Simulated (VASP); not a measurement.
Write the native input for VASP 6.6.1 that does the following.

* Task: single point
* Functional: PBE
* Potentials or basis: VASP PAW PBE potentials, release 64 (Zn, C)
* Cutoff: 520 eV
* k mesh: 6 × 4 × 4
* Occupations: gaussian, width 0.1 eV
* Spin: no spin polarisation
* Dipole correction: no
* Further INCAR settings: ALGO = Normal; EDIFF = 1e-06; NBANDS = 24

The structure of ZnC lies in POSCAR:

```
ZnC
1.0
    3.0033321980      0.0000000000      0.0000000000
    0.0000000000      3.1210271772      0.0000000000
    0.0000000000      0.0000000000      4.5325871404
Zn C
2 2
Direct
    0.0000000000      0.5000000000      0.2500094486
    0.5000000000      0.0000000000      0.7499905514
    0.0000000000      0.5000000000      0.7500220892
    0.5000000000      0.0000000000      0.2499779108
```

The cell was generated, and may not be a known phase.

One way to write it, as run:

INCAR

```
SYSTEM = ZnC
PREC = Accurate
ENCUT = 520
EDIFF = 1E-6
ISMEAR = 0
SIGMA = 0.1
LREAL = .False.
LASPH = .True.
NELM = 80
ALGO = Normal
ISIF = 2
LWAVE = .False.
LCHARG = .True.
GGA = PE
LELF = .True.
LVHAR = .True.
NBANDS = 24
```

KPOINTS

```
Automatic mesh
0
Gamma
  6 4 4
  0 0 0
```

Potentials or basis: VASP PAW PBE potentials, release 64 (Zn, C).

Run with:

```bash
$ cat potpaw_PBE.64/Zn/POTCAR potpaw_PBE.64/C/POTCAR > POTCAR
$ mpirun -np 1 vasp_std > vasp.out
```

Results of the run:

```yaml
Pressure: 0.9 GPa
Band_gap_on_the_k_mesh: zero (bands 16 and 17 overlap by 3.86 eV)
```

Caveat: the k points lie up to 0.50 Å⁻¹ apart, too coarse for converged energies and pressures of a metal.

It took 22 s on 1 thread of Oxide Virtual Turin-like Processor, on a shared host, peak memory 0.14 GiB.
